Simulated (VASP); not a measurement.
Wanted: the native input for a VASP 6.6.1 run.

```yaml
Task: single point
Functional: PBE
Potentials_or_basis: VASP PAW PBE potentials, release 64 (Al, N)
Cutoff: 520 eV
k_mesh: 3 × 3 × 3
Occupations: gaussian, width 0.1 eV
Spin: no spin polarisation
Dipole_correction: no
Further_INCAR_settings: LREAL = Auto; ALGO = Normal; EDIFF = 1e-06; NBANDS = 63
```

The structure of Al27N (a cell with a defect) lies in POSCAR:

```
Al27N
1.0
   -6.0624313821     -6.0624313821      0.0000000000
   -6.0624313821      0.0000000000     -6.0624313821
    0.0000000000     -6.0624313821     -6.0624313821
Al N
27 1
Direct
    0.6640036392      0.6650980846      0.6676533300
    0.3356341494      0.6659717439      0.6620983805
    0.0022509945      0.6652864578      0.6677092481
    0.6654176758      0.3366962645      0.6615268276
    0.3356597991      0.3368047193      0.6616624993
   -0.0057476114      0.3519476536      0.6589744689
    0.6638607922      0.0036756705      0.6674334512
    0.3510652519     -0.0049260764      0.6591818939
   -0.0065166923     -0.0046588569      0.6597983132
    0.6667169895      0.6666666796      0.3308698893
    0.3352990528      0.6667386804      0.3310519119
    0.0022854692      0.6652605606      0.3291279314
    0.6665735652      0.3359148123      0.3308465488
    0.3356761292      0.3366823262      0.3301042723
   -0.0025987098      0.3363771681      0.3300539625
    0.6638778646      0.0037354650      0.3292929642
    0.3355767467     -0.0022624586      0.3301959022
    0.0021631585      0.0038339403      0.3292040560
    0.6666666796      0.6666467206      0.0000199590
    0.3356837169      0.6659272898      0.0006000068
   -0.0026430815      0.6658608148      0.0005305627
    0.6654009333      0.3365855003      0.0005722951
    0.3336633229      0.3340451829     -0.0017552364
   -0.0025667095      0.3363578689      0.0004150975
    0.6654890168     -0.0029249816      0.0008819069
    0.3356102316     -0.0024488525      0.0009101959
   -0.0062140910     -0.0049418291      0.0157967149
    1.0835187379      1.0845026666      0.7481983241
```

The input as run:

INCAR

```
SYSTEM = Al27N
ALGO = Normal
EDIFF = 1E-6
ENCUT = 520
GGA = PE
ISIF = 2
ISMEAR = 0
LASPH = .TRUE.
LCHARG = .FALSE.
LREAL = Auto
LWAVE = .FALSE.
NBANDS = 63
NELM = 80
PREC = Accurate
SIGMA = 0.1
```

KPOINTS

```
k-points
0
G
  3 3 3
  0 0 0
```

Potentials or basis: VASP PAW PBE potentials, release 64 (Al, N).

Launch:

```console
$ cat potpaw_PBE.64/Al/POTCAR potpaw_PBE.64/N/POTCAR > POTCAR
$ mpirun -np 1 vasp_std > vasp.out
```

Results of the run:

```json
{
 "Pressure": "1.8 GPa",
 "Largest force": "0.022 eV/Å",
 "Band gap on the k mesh": "zero (bands 43 and 44 overlap by 0.44 eV)"
}
```

It took 18 min on 1 thread of AMD EPYC 7R13, on a shared host, peak memory 0.64 GiB.
